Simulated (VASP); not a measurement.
# TiAl (Pm-3m) in VASP: a series of runs, part 2 of 2

VASP 6.6.1. The steps go on from the part before.

## 5. Relaxation of cell and atoms, r2SCAN, target pressure 30 GPa, at which the enthalpy is minimised

POSCAR

```
TiAl
1.0
    3.1790640000      0.0000000000      0.0000000000
    0.0000000000      3.1790640000      0.0000000000
    0.0000000000      0.0000000000      3.1790640000
Ti Al
1 1
Direct
    0.0000000000      0.0000000000      0.0000000000
    0.5000000000      0.5000000000      0.5000000000
```

INCAR.step1

```
SYSTEM = TiAl
ALGO = Normal ; EDIFF = 1E-4
ENCUT = 600 ; GGA = PE
ISMEAR = -1 ; LASPH = .TRUE.
LCHARG = .FALSE. ; LREAL = .FALSE.
LWAVE = .TRUE. ; NELM = 80
PREC = Accurate ; SIGMA = 0.05
```

INCAR.step2

```
SYSTEM = TiAl
ALGO = Normal ; EDIFF = 1E-7
EDIFFG = -0.01 ; ENCUT = 600
IBRION = 2 ; ISIF = 3
ISMEAR = -1 ; ISTART = 1
LASPH = .TRUE. ; LCHARG = .FALSE.
LMIXTAU = .TRUE. ; LREAL = .FALSE.
LWAVE = .FALSE. ; METAGGA = R2SCAN
NELM = 80 ; NSW = 60
PREC = Accurate ; PSTRESS = 300.0
SIGMA = 0.05
```

KPOINTS

```
k-points
0
G
  8 8 8
  0 0 0
```

Command:

```sh
> cat potpaw_PBE.64/Ti_sv/POTCAR potpaw_PBE.64/Al/POTCAR > POTCAR
> cp INCAR.step1 INCAR
> mpirun -np 1 vasp_std > vasp.out
> cp INCAR.step2 INCAR
> mpirun -np 1 vasp_std > vasp.out
```

Wall time 7.6 min (1 thread of Intel Xeon 8259CL, shared host); peak memory 0.19 GiB.

Results (log left out):

| Item | Value |
| --- | --- |
| Free energy | -19.8899 eV |
| Relaxed volume | 13.38 Å³/atom |
| Relaxed cell | a = 2.991 Å, b = 2.991 Å, c = 2.991 Å, α = 90.00°, β = 90.00°, γ = 90.00° |
| Space group after relaxing (to 0.1 Å) | Pm-3m (No. 221) |
| Energy change on relaxing (the run minimises the enthalpy) | +212.0 meV/atom |
| Ionic steps | 5 |
| Pressure after relaxing | 30.1 GPa |
| Band gap on the k mesh | zero (an odd number of electrons rules out a gap without spin polarisation) |

Step by step:
| step | energy change (eV) | largest force (eV/Å) | pressure (GPa) | volume (Å³) |
| --- | --- | --- | --- | --- |
| 1 | 0.0000 | 0.0000 | -0.57 | 32.13 |
| 2 | 3.6000 | 0.0000 | 138.57 | 19.88 |
| 3 | 0.3446 | 0.0000 | 26.39 | 27.21 |
| 4 | 0.4057 | 0.0000 | 29.22 | 26.86 |
| 5 | 0.4241 | 0.0000 | 30.05 | 26.76 |

Final structure:
```cif
data_structure
_symmetry_space_group_name_H-M 'P 1'
_symmetry_Int_Tables_number 1
_cell_length_a 2.9912
_cell_length_b 2.9912
_cell_length_c 2.9912
_cell_angle_alpha 90.000
_cell_angle_beta 90.000
_cell_angle_gamma 90.000
_cell_volume 26.76
loop_
_atom_site_label
_atom_site_type_symbol
_atom_site_fract_x
_atom_site_fract_y
_atom_site_fract_z
_atom_site_occupancy
Ti1 Ti 0.00000 0.00000 0.00000 1
Al1 Al 0.50000 0.50000 0.50000 1
```

Levels at points of the mesh, in eV from the Fermi level:
```csv
k point,band 5,band 6,band 7,band 8,band 9,band 10
"(0.00, 0.00, 0.00)",-10.66,-2.14,-2.14,2.52,2.52,2.52
"(0.50, 0.00, 0.00)",-6.62,-6.12,-0.89,0.34,0.34,2.81
"(0.50, 0.50, 0.00)",-5.79,-2.37,-2.37,-1.87,0.98,0.98
"(0.50, 0.50, 0.50)",-3.89,-3.89,-3.89,3.51,3.51,3.51
```

Caveat: the cell is relaxed towards a set pressure, so the run minimises the enthalpy, not the energy; the volume moved by over 15 % at a fixed basis, so the end points are rough; the PAW data sets were made with another functional, which shifts forces and pressure a little.

## 6. Relaxation of cell and atoms, PBEsol-based screened hybrid with 25 % exact exchange

POSCAR is that of step 5.

INCAR.step1

```
SYSTEM = TiAl
PREC = Accurate
ENCUT = 600
EDIFF = 1E-5
ISMEAR = -1
SIGMA = 0.05
LREAL = .FALSE.
LASPH = .TRUE.
NELM = 60
ALGO = Normal
LWAVE = .TRUE.
LCHARG = .FALSE.
GGA = PE
NBANDS = 14
```

INCAR.step2

```
SYSTEM = TiAl
PREC = Accurate
ENCUT = 600
EDIFF = 1E-7
ISMEAR = -1
SIGMA = 0.05
LREAL = .FALSE.
LASPH = .TRUE.
NELM = 60
ALGO = Normal
ISIF = 3
LWAVE = .FALSE.
LCHARG = .FALSE.
GGA = PS
LHFCALC = .TRUE.
AEXX = 0.25
HFSCREEN = 0.207
PRECFOCK = Normal
IBRION = 2
NSW = 60
EDIFFG = -0.01
ISTART = 1
```

KPOINTS

```
regular mesh
0
G
  4 4 4
  0 0 0
```

Potentials or basis: VASP PAW PBE potentials, release 64 (Ti_sv, Al).

Command:

```sh
> cat potpaw_PBE.64/Ti_sv/POTCAR potpaw_PBE.64/Al/POTCAR > POTCAR
> cp INCAR.step1 INCAR
> mpirun -np 1 vasp_std > vasp.out
> cp INCAR.step2 INCAR
> mpirun -np 1 vasp_std > vasp.out
```

OUTCAR:

```text
SYSTEM = TiAl
   PREC = Accurate
   ENCUT = 600
   EDIFF = 1E-7
   ISMEAR = -1
   LREAL = .FALSE.
   LASPH = .TRUE.
   NELM = 60
   ISIF = 3
   GGA = PS
   LHFCALC = .TRUE.
   AEXX = 0.25
   HFSCREEN = 0.207
   PRECFOCK = Normal
   IBRION = 2
   NSW = 60
   EDIFFG = -0.01
   ISTART = 1

 ion  position               nearest neighbor table
   1  0.000  0.000  0.000-   2 2.75   2 2.75   2 2.75   2 2.75   2 2.75   2 2.75   2 2.75   2 2.75

   2  0.500  0.500  0.500-   1 2.75   1 2.75   1 2.75   1 2.75   1 2.75   1 2.75   1 2.75   1 2.75

  LATTYP: Found a simple cubic cell.
 ALAT       =     3.1790640000

  Lattice vectors:

 A1 = (   3.1790640000,   0.0000000000,   0.0000000000)
 A2 = (   0.0000000000,   3.1790640000,   0.0000000000)
 A3 = (   0.0000000000,   0.0000000000,   3.1790640000)

Analysis of symmetry for initial positions (statically):
=====================================================================
 Subroutine PRICEL returns:
 Original cell was already a primitive cell.

 Routine SETGRP: Setting up the symmetry group for a
 simple cubic supercell.

 Subroutine GETGRP returns: Found 48 space group operations
 (whereof 48 operations were pure point group operations)
 out of a pool of 48 trial point group operations.

The static configuration has the point symmetry O_h .

Analysis of symmetry for dynamics (positions and initial velocities):
=====================================================================
 Subroutine PRICEL returns:
 Original cell was already a primitive cell.

 Routine SETGRP: Setting up the symmetry group for a
 simple cubic supercell.

 Subroutine GETGRP returns: Found 48 space group operations
 (whereof 48 operations were pure point group operations)
 out of a pool of 48 trial point group operations.

[... 101 lines left out ...]
   EFERMI_NEDOS =   21; number of points for ismear=-14 and -15
   IALGO  =     38    algorithm
   IMIX   =      1    mixing-type and parameters
     AMIX     =   0.40;   BMIX     =  1.00
     AMIX_MAG =   1.60;   BMIX_MAG =  1.00
  volume/ion in A,a.u.               =      16.06       108.41
  Fermi-wavevector in a.u.,A,eV,Ry     =   1.270007  2.399964 21.945065  1.612917
  Thomas-Fermi vector in A             =   2.403017
   LORBIT       =      0    0 simple, 1 ext, 2 COOP (PROOUT), +10 PAW based schemes
   GGA     = PS    functional components
   LHFCALC =     T    Hartree Fock is set to
   PRECFOCK=normal    Normal, Fast or Accurate (Low or Medium for compatibility)
   ENCUT4O =  -1.0   cutoff for four orbital integrals eV
   NKREDX  =     1    reduce k-point grid by
   NKREDY  =     1    reduce k-point grid by
   NKREDZ  =     1    reduce k-point grid by
   AEXX    =    0.2500 exact exchange contribution
   HFSCREEN=    0.2070 screening length (either q_TF or 0.3 A-1)
   HFSCREENC=   0.2070 screening length for correlation (either q_TF or 0.3 A-1)
   ENCUTFOCK=  -1.0 apply spherical cutoff to Coloumb kernel
   IVDW    =     0    specifies the selected vdW correction
   LEPSILON=     F    determine dielectric tensor
   LRPA    =     F    only Hartree local field effects (RPA)
 conjugate gradient relaxation of ions
 non-spin polarized calculation
  energy-cutoff  :      600.00
  volume of cell :       32.13
 maximum number of plane-waves:      1108
 NGX is ok and might be reduce to    28
  NGX = 20; NGY = 20; NGZ = 20

--------------------------------------- Ionic step        1  -------------------------------------------

 number of electron      15.0000003 magnetization

 Free energy of the ion-electron system (eV)
  ---------------------------------------------------
  ext. energy  EPLUGINS =         0.00000000
  ---------------------------------------------------
  free energy    TOTEN  =       -14.74049575 eV

  energy without entropy =      -14.71642466  energy(sigma->0) =      -14.72846021

------------------------ aborting loop because EDIFF is reached ----------------------------------------

  FORCE on cell =-STRESS in cart. coord.  units (eV):
  Direction    XX          YY          ZZ          XY          YZ          ZX
  --------------------------------------------------------------------------------------
  -------------------------------------------------------------------------------------
  Total       -0.6611881     -0.6611881     -0.6611881      0.0000000      0.0000000      0.0000000
  in kB      -32.9714323    -32.9714323    -32.9714323      0.0000000      0.0000000      0.0000000
  external PRESSURE =     -32.9714323 kB  Pullay stress =       0.0000000 kB
[... 59 lines left out ...]
--------------------------------------- Ionic step        3  -------------------------------------------

 number of electron      15.0000002 magnetization

 Free energy of the ion-electron system (eV)
  ---------------------------------------------------
  ext. energy  EPLUGINS =         0.00000000
  ---------------------------------------------------
  free energy    TOTEN  =       -14.75044558 eV

  energy without entropy =      -14.72793923  energy(sigma->0) =      -14.73919241

 E-fermi :   9.0879     XC(G=0):  -9.2984

 val. band max:        9.0526488604   @ k =   0.5000   0.2500   0.2500
 cond. band min:       9.1254416889   @ k =   0.2500   0.2500   0.2500
 fundamental gap:      0.0727928284
 Fermi energy:         9.0879266558

 k-point     1 :       0.0000    0.0000    0.0000
  band No.  band energies     occupation
      1     -52.5956      2.00000
      2     -27.2115      2.00000
      3     -27.2115      2.00000
      4     -27.2115      2.00000
      5      -1.8083      2.00000
      6       6.9574      2.00000
      7       6.9574      2.00000
      8      11.7490      0.00000
      9      11.7490      0.00000
     10      11.7490      0.00000
     11      14.1084      0.00000
[... 153 lines left out ...]
  FREE ENERGIE OF THE ION-ELECTRON SYSTEM (eV)
  ---------------------------------------------------
  free  energy   TOTEN  =       -14.7504455848 eV

  energy  without entropy=      -14.7279392348  energy(sigma->0) =      -14.73919241

 reached required accuracy - stopping structural energy minimisation
```

OSZICAR.step1:

```text
N       E                     dE             d eps       ncg     rms          rms(c)
DAV:   1     0.115782227361E+03    0.11578E+03   -0.75774E+03   280   0.122E+03
DAV:   2    -0.804817267390E+01   -0.12383E+03   -0.11886E+03   280   0.329E+02
DAV:   3    -0.137495325002E+02   -0.57014E+01   -0.55656E+01   426   0.695E+01
DAV:   4    -0.139396126072E+02   -0.19008E+00   -0.18988E+00   314   0.105E+01
DAV:   5    -0.139455060831E+02   -0.58935E-02   -0.58928E-02   404   0.177E+00    0.988E+00
DAV:   6    -0.121844997660E+02    0.17610E+01   -0.49935E+00   298   0.314E+01    0.287E+00
DAV:   7    -0.121332201769E+02    0.51280E-01   -0.39059E-01   298   0.870E+00    0.171E+00
DAV:   8    -0.121338721165E+02   -0.65194E-03   -0.74446E-02   336   0.312E+00    0.726E-01
DAV:   9    -0.121266362071E+02    0.72359E-02   -0.20245E-02   316   0.205E+00    0.170E-01
DAV:  10    -0.121267887774E+02   -0.15257E-03   -0.50995E-04   334   0.221E-01    0.110E-01
DAV:  11    -0.121267476562E+02    0.41121E-04   -0.46303E-04   312   0.272E-01    0.233E-02
DAV:  12    -0.121267507285E+02   -0.30723E-05   -0.36087E-05   320   0.555E-02
   1 F= -.12126751E+02 E0= -.12118068E+02  d E =-.173653E-01
```

Wall time 19 min (1 thread of Intel Xeon Platinum 8488C (Sapphire Rapids), shared host); peak memory 0.26 GiB.

What came out:

| Item | Value |
| --- | --- |
| Free energy | -14.7504 eV |
| Relaxed volume | 15.60 Å³/atom |
| Relaxed cell | a = 3.148 Å, b = 3.148 Å, c = 3.148 Å, α = 90.00°, β = 90.00°, γ = 90.00° |
| Space group after relaxing (to 0.1 Å) | Pm-3m (No. 221) |
| Energy gained by relaxing | 5.0 meV/atom |
| Ionic steps | 3 |
| Pressure after relaxing | 0.1 GPa |
| Band gap on the k mesh | zero (an odd number of electrons rules out a gap without spin polarisation) |

The path:
| step | energy change (eV) | largest force (eV/Å) | pressure (GPa) | volume (Å³) |
| --- | --- | --- | --- | --- |
| 1 | 0.0000 | 0.0000 | -3.30 | 32.13 |
| 2 | -0.0056 | 0.0000 | 2.41 | 30.62 |
| 3 | -0.0099 | 0.0000 | 0.06 | 31.20 |

Final structure:
```cif
data_structure
_symmetry_space_group_name_H-M 'P 1'
_symmetry_Int_Tables_number 1
_cell_length_a 3.1481
_cell_length_b 3.1481
_cell_length_c 3.1481
_cell_angle_alpha 90.000
_cell_angle_beta 90.000
_cell_angle_gamma 90.000
_cell_volume 31.20
loop_
_atom_site_label
_atom_site_type_symbol
_atom_site_fract_x
_atom_site_fract_y
_atom_site_fract_z
_atom_site_occupancy
Ti1 Ti 0.00000 0.00000 0.00000 1
Al1 Al 0.50000 0.50000 0.50000 1
```

Caveat: the k points lie up to 0.50 Å⁻¹ apart in the final cell, too coarse for converged energies and pressures of a metal; the PAW data sets were made with another functional, which shifts forces and pressure a little.

## 7. Overview

```tsv
level	cell	k mesh	grid for exact exchange (PRECFOCK)	share of exact exchange	screening parameter	gap on the mesh (eV)	pressure (GPa)
r2SCAN	relaxed to 5 GPa	8 × 8 × 8	-	-	-	none	5.0
r2SCAN	relaxed to 10 GPa	8 × 8 × 8	-	-	-	none	10.0
r2SCAN	relaxed to 20 GPa	8 × 8 × 8	-	-	-	none	20.0
r2SCAN	relaxed to 30 GPa	8 × 8 × 8	-	-	-	none	30.1
PBEsol-based screened hybrid with 25 % exact exchange	relaxed	4 × 4 × 4	Normal	0.25	0.207 1/Å	none	0.1
```

Alike in all rows: task relaxation of cell and atoms; potentials or basis VASP PAW PBE potentials, release 64 (Ti_sv, Al); no spin polarisation; cutoff (eV) 600; smearing fermi-dirac 0.05 eV.

Caveats: some runs use coarse meshes; the PAW data sets were made with another functional, which shifts forces and pressure a little; the cell is relaxed towards a set pressure, so the run minimises the enthalpy, not the energy (at least some runs); the volume moved by over 15 % at a fixed basis, so the end points are rough (at least some runs).

Absolute energies hang on the potentials; compare differences alone.
